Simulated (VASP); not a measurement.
# TiO2 in VASP: further runs, part 2 of 2

VASP 6.6.1. Earlier steps stand in the parts before.

## Step 3: Single point, r2SCAN

Contents of POSCAR:

```
TiO2
1.0
    0.0000000000      2.3968272525      2.3968272525
    2.3968272525      0.0000000000      2.3968272525
    2.3968272525      2.3968272525      0.0000000000
Ti O
1 2
Direct
    0.0000000000      0.0000000000      0.0000000000
    0.2500000000      0.2500000000      0.2500000000
    0.7500000000      0.7500000000      0.7500000000
```

Contents of INCAR.step1:

```
  PREC = Accurate
  ENCUT = 520
  ISMEAR = 0
  SIGMA = 0.01
  LREAL = F
  LASPH = T
  NELM = 80
  NBANDS = 19
  GGA = PE
  ALGO = Normal
  EDIFF = 1E-4
  LWAVE = T
  LCHARG = F
```

Contents of INCAR.step2:

```
  PREC = Accurate
  ENCUT = 520
  EDIFF = 1E-6
  ISMEAR = 0
  SIGMA = 0.01
  LREAL = F
  LASPH = T
  NELM = 80
  ALGO = Normal
  ISIF = 2
  LWAVE = F
  LCHARG = T
  METAGGA = R2SCAN
  LMIXTAU = T
  LELF = T
  LVHAR = T
  NBANDS = 19
  ISTART = 1
```

Contents of KPOINTS:

```
regular mesh
0
Gamma
  10 10 10
```

Potentials or basis: VASP PAW PBE potentials, release 64 (Ti_sv, O).

Started as:

```console
cat potpaw_PBE.64/Ti_sv/POTCAR potpaw_PBE.64/O/POTCAR > POTCAR
cp INCAR.step1 INCAR
mpirun -np 1 vasp_std > vasp.out
cp INCAR.step2 INCAR
mpirun -np 1 vasp_std > vasp.out
```

OUTCAR:

```text
PREC = Accurate
   ENCUT = 520
   EDIFF = 1E-6
   ISMEAR = 0
   LREAL = F
   LASPH = T
   NELM = 80
   ISIF = 2
   METAGGA = R2SCAN
   ISTART = 1

 ion  position               nearest neighbor table
   1  0.000  0.000  0.000-   2 2.08   3 2.08   3 2.08   3 2.08   3 2.08   2 2.08   2 2.08   2 2.08

   2  0.250  0.250  0.250-   1 2.08   1 2.08   1 2.08   1 2.08
   3  0.750  0.750  0.750-   1 2.08   1 2.08   1 2.08   1 2.08

  LATTYP: Found a face centered cubic cell.
 ALAT       =     4.7936545050

  Lattice vectors:

 A1 = (   0.0000000000,   2.3968272525,   2.3968272525)
 A2 = (   2.3968272525,   0.0000000000,   2.3968272525)
 A3 = (   2.3968272525,   2.3968272525,   0.0000000000)

Analysis of symmetry for initial positions (statically):
=====================================================================
 Subroutine PRICEL returns:
 Original cell was already a primitive cell.

 Routine SETGRP: Setting up the symmetry group for a
 face centered cubic supercell.

 Subroutine GETGRP returns: Found 48 space group operations
 (whereof 48 operations were pure point group operations)
 out of a pool of 48 trial point group operations.

The static configuration has the point symmetry O_h .

Analysis of symmetry for dynamics (positions and initial velocities):
=====================================================================
 Subroutine PRICEL returns:
 Original cell was already a primitive cell.

 Routine SETGRP: Setting up the symmetry group for a
 face centered cubic supercell.

 Subroutine GETGRP returns: Found 48 space group operations
 (whereof 48 operations were pure point group operations)
 out of a pool of 48 trial point group operations.

The dynamic configuration has the point symmetry O_h .

 Subroutine INISYM returns: Found 48 space group operations
 (whereof 48 operations are pure point group operations),
 and found     1 'primitive' translations

----------------------------------------------------------------------------------------

                                     Primitive cell

  volume of cell :      27.5385

  direct lattice vectors                    reciprocal lattice vectors
     0.000000000  2.396827253  2.396827253    -0.208609110  0.208609110  0.208609110
     2.396827253  0.000000000  2.396827253     0.208609110 -0.208609110  0.208609110
     2.396827253  2.396827253  0.000000000     0.208609110  0.208609110 -0.208609110

  length of vectors
     3.389625607  3.389625607  3.389625607     0.361321577  0.361321577  0.361321577

  position of ions in fractional coordinates (direct lattice)
     0.000000000  0.000000000  0.000000000
     0.250000000  0.250000000  0.250000000
     0.750000000  0.750000000  0.750000000

  ion indices of the primitive-cell ions
   primitive index   ion index
                 1           1
                 2           2
                 3           3

----------------------------------------------------------------------------------------

 KPOINTS: regular mesh

Automatic generation of k-mesh.
 Grid dimensions read from file:
 generate k-points for:   10   10   10

 Generating k-lattice:

  Cartesian coordinates                     Fractional coordinates (reciprocal lattice)
    -0.020860911  0.020860911  0.020860911     0.100000000  0.000000000  0.000000000
     0.020860911 -0.020860911  0.020860911     0.000000000  0.100000000  0.000000000
     0.020860911  0.020860911 -0.020860911     0.000000000  0.000000000  0.100000000

  Length of vectors
     0.036132158  0.036132158  0.036132158

  Shift w.r.t. Gamma in fractional coordinates (k-lattice)
     0.000000000  0.000000000  0.000000000

 Subroutine IBZKPT returns following result:
 ===========================================

 Found     47 irreducible k-points:

 Following reciprocal coordinates:
            Coordinates               Weight
  0.000000  0.000000  0.000000      1.000000
  0.100000  0.000000  0.000000      8.000000
  0.200000  0.000000  0.000000      8.000000
  0.300000  0.000000  0.000000      8.000000
  0.400000  0.000000  0.000000      8.000000
  0.500000  0.000000  0.000000      4.000000
[... 16 lines left out ...]
  0.300000  0.300000  0.000000      6.000000
  0.400000  0.300000  0.000000     24.000000
 [... further k-points ...]
   k-points           NKPTS =     47   k-points in BZ     NKDIM =     47   number of bands    NBANDS=     19
   number of dos      NEDOS =    301   number of ions     NIONS =      3
   total plane-waves  NPLWV =  21952
   dimension x,y,z NGX =    28 NGY =   28 NGZ =   28
   dimension x,y,z NGXF=    56 NGYF=   56 NGZF=   56
   ions per type =               1   2
   NGX,Y,Z   is equivalent  to a cutoff of  13.73, 13.73, 13.73 a.u.
   NGXF,Y,Z  is equivalent  to a cutoff of  27.47, 27.47, 27.47 a.u.
 SYSTEM =  unknown system
   PREC   = accura    normal or accurate (medium, high low for compatibility)
   ISTART =      1    job   : 0-new  1-cont  2-samecut
   ICHARG =      0    charge: 1-file 2-atom 10-const
   ISPIN  =      1    spin polarized calculation?
   LNONCOLLINEAR =      F non collinear calculations
   LSORBIT =      F    spin-orbit coupling
   LASPH  =      T    aspherical Exc in radial PAW
   ENCUT  =  520.0 eV  38.22 Ry    6.18 a.u.   6.30  6.30  6.30*2*pi/ulx,y,z
   NELM   =     80;   NELMIN=  2; NELMDL=  0     # of ELM steps
   EDIFF  = 0.1E-05   stopping-criterion for ELM
   LREAL  =      F    real-space projection
   EDIFFG = 0.1E-04   stopping-criterion for IOM
   NSW    =      0    number of steps for IOM
   IBRION =     -1    ionic relax: 0-MD 1-quasi-New 2-CG
   NFREE  =      0    steps in history (QN), initial steepest desc. (CG)
   ISIF   =      2    stress and relaxation
   ISYM   =      2    0-nonsym 1-usesym 2-fastsym
   POTIM  = 0.5000    time-step for ionic-motion
   TEBEG  =    0.0;   TEEND  =   0.0 temperature during run
   PSTRESS=    0.0 pullay stress
   NELECT =      24.0000    total number of electrons
   NUPDOWN=      -1.0000    fix difference up-down
   EMIN   =  10.00;   EMAX   =-10.00  energy-range for DOS
   EFERMI =   0.00;   METHOD = LEGACY
   ISMEAR =     0;   SIGMA  =   0.01  broadening in eV -4-tet -1-fermi 0-gaus
   EFERMI_NEDOS =   21; number of points for ismear=-14 and -15
   IALGO  =     38    algorithm
   IMIX   =      4    mixing-type and parameters
     AMIX     =   0.40;   BMIX     =  1.00
     AMIX_MAG =   1.60;   BMIX_MAG =  1.00
  volume/ion in A,a.u.               =       9.18        61.95
  Fermi-wavevector in a.u.,A,eV,Ry     =   1.563742  2.955044 33.270189  2.445290
  Thomas-Fermi vector in A             =   2.666469
   LORBIT       =      0    0 simple, 1 ext, 2 COOP (PROOUT), +10 PAW based schemes
   METAGGA = R2SCAN    functional components
   LHFCALC =     F    Hartree Fock is set to
   AEXX    =    0.0000 exact exchange contribution
   IVDW    =     0    specifies the selected vdW correction
   LEPSILON=     F    determine dielectric tensor
   LRPA    =     F    only Hartree local field effects (RPA)
 non-spin polarized calculation
 Gauss-broadening in eV      SIGMA  =   0.01
  energy-cutoff  :      520.00
  volume of cell :       27.54
 maximum number of plane-waves:       754
 NGX is ok and might be reduce to    28
   NGX = 13   NGY = 13   NGZ = 13

 number of electron      23.9999996 magnetization

 Free energy of the ion-electron system (eV)
  ---------------------------------------------------
  ext. energy  EPLUGINS =         0.00000000
  ---------------------------------------------------
  free energy    TOTEN  =       -34.10074427 eV

  energy without entropy =      -34.10074427  energy(sigma->0) =      -34.10074427

 E-fermi :   7.3317     XC(G=0): -13.0578

 val. band max:        7.1243567942   @ k =   0.5000   0.5000   0.0000
 cond. band min:       8.6694895522   @ k =   0.0000   0.0000   0.0000
 fundamental gap:      1.5451327580
 Fermi energy:         7.3316712392

 k-point     1 :       0.0000    0.0000    0.0000
  band No.  band energies     occupation
      1     -52.8774      2.00000
      2     -27.9112      2.00000
      3     -27.9111      2.00000
      4     -27.9111      2.00000
      5     -13.6353      2.00000
      6      -9.8193      2.00000
[... 11 lines left out ...]
     18      15.3988      0.00000
     19      22.1475      0.00000
[... 489 lines left out ...]
      3     -27.9795      2.00000
      4     -27.9697      2.00000
      5     -12.1094      2.00000
      6     -11.1448      2.00000
[... 11 lines left out ...]
     18      18.2759      0.00000
     19      22.2315      0.00000

 [... further k-points ...]

------------------------ aborting loop because EDIFF is reached ----------------------------------------

  FORCE on cell =-STRESS in cart. coord.  units (eV):
  Direction    XX          YY          ZZ          XY          YZ          ZX
  --------------------------------------------------------------------------------------
  -------------------------------------------------------------------------------------
  Total        0.2668475      0.2668475      0.2668475      0.0000000      0.0000000      0.0000000
  in kB       15.5250672     15.5250672     15.5250672      0.0000000      0.0000000      0.0000000
  external PRESSURE =      15.5250672 kB  Pullay stress =       0.0000000 kB

 VOLUME and BASIS-vectors are now :
 -----------------------------------------------------------------------------
  energy-cutoff  :      520.00
  volume of cell :       27.54
      direct lattice vectors                 reciprocal lattice vectors
     0.000000000  2.396827253  2.396827253    -0.208609110  0.208609110  0.208609110
     2.396827253  0.000000000  2.396827253     0.208609110 -0.208609110  0.208609110
     2.396827253  2.396827253  0.000000000     0.208609110  0.208609110 -0.208609110

 POSITION                                       TOTAL-FORCE (eV/Angst)
 -----------------------------------------------------------------------------------
      0.00000      0.00000      0.00000         0.000000      0.000000     -0.000000
      1.19841      1.19841      1.19841         0.000000      0.000000      0.000000
      3.59524      3.59524      3.59524        -0.000000     -0.000000     -0.000000
 -----------------------------------------------------------------------------------
    total drift:                                0.000000     -0.000000      0.000000

  FREE ENERGIE OF THE ION-ELECTRON SYSTEM (eV)
  ---------------------------------------------------
  free  energy   TOTEN  =       -34.1007442722 eV

  energy  without entropy=      -34.1007442722  energy(sigma->0) =      -34.10074427
```

Run time: 3.4 min. Hardware: 1 thread of Intel Xeon 8259CL, shared host; peak memory 0.18 GiB.

What came out:

```yaml
Free_energy: -34.1007 eV
Pressure: 1.6 GPa
Band_gap_on_the_k_mesh: 1.55 eV (least direct gap 2.24 eV)
```

Levels at points of the mesh, in eV from the valence-band top:
```
           k point  band 10  band 11  band 12  band 13  band 14  band 15
(0.00, 0.00, 0.00)    -0.91    -0.91    -0.91     1.55     1.55     5.72
(0.50, 0.00, 0.00)    -3.35    -2.62    -2.62     1.86     1.86     3.16
(0.50, 0.50, 0.00)    -2.15    -2.15     0.00     2.24     2.25     3.19
```

Caveat: the PAW data sets were made with another functional, which shifts forces and pressure a little.

## Step 4: Single point, PBE (epitaxial xy strain -2.0%)

Contents of INCAR:

```
PREC = Accurate ; ENCUT = 520
EDIFF = 1E-6 ; ISMEAR = -1
SIGMA = 0.02 ; LREAL = F
LASPH = T ; NELM = 60
ALGO = Normal ; ISIF = 2
LWAVE = F ; LCHARG = F
GGA = PE ; NBANDS = 19
```

KPOINTS is that of step 3.

Contents of POSCAR:

```
TiO2
1.0
    0.0000000000      2.3488907075      2.4100370780
    2.3488907075      0.0000000000      2.4100370780
    2.3488907075      2.3488907075      0.0000000000
Ti O
1 2
Direct
    0.0000000000      0.0000000000      0.0000000000
    0.2500000000      0.2500000000      0.2500000000
    0.7500000000      0.7500000000      0.7500000000
```

Started as:

```console
cat potpaw_PBE.64/Ti_sv/POTCAR potpaw_PBE.64/O/POTCAR > POTCAR
mpirun -np 1 vasp_std > vasp.out
```

It took 1.9 min on 1 thread of Intel Xeon 8259CL, shared host; peak memory 0.19 GiB.

The run converged. Its results:

```
Free energy            : -25.9251 eV
Pressure               : 17.2 GPa
Band gap on the k mesh : 0.97 eV (least direct gap 1.70 eV)
```

Stress tensor (GPa, compression positive):
```
22.07  0.00  0.00
 0.00 22.07  0.00
 0.00  0.00  7.48
```

Levels at points of the mesh, in eV from the valence-band top:
```
           k point  band 10  band 11  band 12  band 13  band 14  band 15
(0.00, 0.00, 0.00)    -1.28    -0.87    -0.87     0.97     1.12     5.50
(0.50, 0.00, 0.00)    -3.46    -2.76    -2.71     1.40     1.46     2.94
(0.50, 0.50, 0.00)    -2.22    -2.22    -0.30     1.76     1.81     2.87
(0.50, 0.00, 0.50)    -2.56    -2.09     0.00     1.70     1.94     3.04
```

Caveat: the cell differs from its parent crystal (epitaxial xy strain -2.0%); the cell stands under pressure.

## Step 5: Single point, PBE (uniaxial x strain -2.5%)

Contents of INCAR:

```
SYSTEM = TiO2
  PREC = Accurate
  ENCUT = 520
  EDIFF = 1E-6
  ISMEAR = -1
  SIGMA = 0.02
  LREAL = .FALSE.
  LASPH = .TRUE.
  NELM = 60
  ALGO = Normal
  ISIF = 2
  LWAVE = .FALSE.
  LCHARG = .FALSE.
  GGA = PE
  NBANDS = 19
```

Contents of KPOINTS:

```
Automatic mesh
0
G
  10 10 10
  0 0 0
```

Contents of POSCAR:

```
TiO2
1.0
    0.0000000000      2.3968272525      2.3968272525
    2.3369065712      0.0000000000      2.3968272525
    2.3369065712      2.3968272525      0.0000000000
Ti O
1 2
Direct
    0.0000000000      0.0000000000      0.0000000000
    0.2500000000      0.2500000000      0.2500000000
    0.7500000000      0.7500000000      0.7500000000
```

Started as:

```console
cat potpaw_PBE.64/Ti_sv/POTCAR potpaw_PBE.64/O/POTCAR > POTCAR
mpirun -np 1 vasp_std > vasp.out
```

Run time: 1.8 min. Hardware: 1 thread of Intel Xeon 8259CL, shared host; peak memory 0.19 GiB.

The run converged. Its results:

```yaml
Free_energy: -25.9513 eV
Pressure: 14.2 GPa
Band_gap_on_the_k_mesh: 0.87 eV (least direct gap 1.69 eV)
```

Stress tensor (GPa, compression positive):
```
23.66  0.00  0.00
 0.00  9.49  0.00
 0.00  0.00  9.49
```

Levels at points of the mesh, in eV from the valence-band top:
```
           k point  band 8  band 9  band 10  band 11  band 12  band 13  band 14  band 15  band 16  band 17
(0.00, 0.00, 0.00)   -6.38   -6.38    -1.24    -1.24    -0.82     0.87     1.00     5.29     5.39     5.39
(0.50, 0.00, 0.00)   -5.24   -3.68    -3.54    -2.84    -2.78     1.29     1.34     2.79     4.93     4.94
(0.50, 0.50, 0.00)   -5.03   -4.83    -2.56    -2.10    -0.30     1.56     1.79     2.77     4.02     4.14
(0.00, 0.50, 0.50)   -4.98   -4.98    -2.44    -2.44     0.00     1.69     1.73     2.93     4.14     4.14
```

Caveat: the cell differs from its parent crystal (uniaxial x strain -2.5%); the cell stands under pressure. A k mesh can miss the band edges.

## Step 6: Single point, PBE (uniaxial z strain +5.0%)

Contents of INCAR:

```
SYSTEM = TiO2
ALGO = Normal
EDIFF = 1E-6
ENCUT = 520
GGA = PE
ISIF = 2
ISMEAR = -1
LASPH = .TRUE.
LCHARG = .FALSE.
LREAL = .FALSE.
LWAVE = .FALSE.
NBANDS = 19
NELM = 80
PREC = Accurate
SIGMA = 0.02
```

Contents of KPOINTS:

```
k-points
0
G
  10 10 10
  0 0 0
```

Contents of POSCAR:

```
TiO2
1.0
    0.0000000000      2.3968272525      2.5166686152
    2.3968272525      0.0000000000      2.5166686152
    2.3968272525      2.3968272525      0.0000000000
Ti O
1 2
Direct
    0.0000000000      0.0000000000      0.0000000000
    0.2500000000      0.2500000000      0.2500000000
    0.7500000000      0.7500000000      0.7500000000
```

Potentials or basis: VASP PAW PBE potentials, release 64 (Ti_sv, O).

Started as:

```console
cat potpaw_PBE.64/Ti_sv/POTCAR potpaw_PBE.64/O/POTCAR > POTCAR
mpirun -np 1 vasp_std > vasp.out
```

Run time: 2.1 min. Hardware: 1 thread of Intel Xeon 8259CL, shared host; peak memory 0.19 GiB.

It converged, with:

| Item | Value |
| --- | --- |
| Free energy | -25.9522 eV |
| Pressure | -5.2 GPa |
| Band gap on the k mesh | 0.76 eV (least direct gap 1.36 eV) |

Stress tensor (GPa, compression positive):
```
  2.90   0.00   0.00
  0.00   2.90   0.00
  0.00   0.00 -21.33
```

Levels at points of the mesh, in eV from the valence-band top:
```
           k point  band 9  band 10  band 11  band 12  band 13  band 14  band 15  band 16
(0.00, 0.00, 0.00)   -5.79    -1.50    -0.78    -0.78     0.76     1.00     4.77     4.77
(0.50, 0.00, 0.00)   -3.43    -3.36    -2.66    -2.56     1.16     1.27     2.41     4.43
(0.50, 0.50, 0.00)   -4.56    -2.04    -2.04    -0.52     1.45     1.53     2.23     3.64
(0.50, 0.00, 0.50)   -4.48    -2.64    -1.84     0.00     1.36     1.75     2.53     3.65
```

Caveat: the cell differs from its parent crystal (uniaxial z strain +5.0%); the cell stands under tension.

## Step 7: Summary

| level | cell | smearing | gap on the mesh (eV) | pressure (GPa) |
| --- | --- | --- | --- | --- |
| PBE | a = 3.390 Å, angles 60.0°, 3 atoms | fermi-dirac 0.02 eV | 1.13 | 6.8 |
| r2SCAN | a = 3.390 Å, angles 60.0°, 3 atoms | gaussian 0.01 eV | 1.55 | 1.6 |
| PBE | a = 3.365, b = 3.365, c = 3.322 Å, angles 60.4, 60.4, 59.1°, 3 atoms | fermi-dirac 0.02 eV | 0.97 | 17.2 |
| PBE | a = 3.390, b = 3.348, c = 3.348 Å, angles 60.8, 59.6, 59.6°, 3 atoms | fermi-dirac 0.02 eV | 0.87 | 14.2 |
| PBE | a = 3.475, b = 3.475, c = 3.390 Å, angles 60.8, 60.8, 58.4°, 3 atoms | fermi-dirac 0.02 eV | 0.76 | -5.2 |

Alike in all rows: task single point; potentials or basis VASP PAW PBE potentials, release 64 (Ti_sv, O); no spin polarisation; k mesh 10 × 10 × 10; cutoff (eV) 520.

Caveats: the cell stands under pressure (at least some runs); the PAW data sets were made with another functional, which shifts forces and pressure a little (at least some runs); the cell stands under tension (at least some runs).

Total energies depend on the potentials used, so only differences within one code and one set of settings carry meaning.
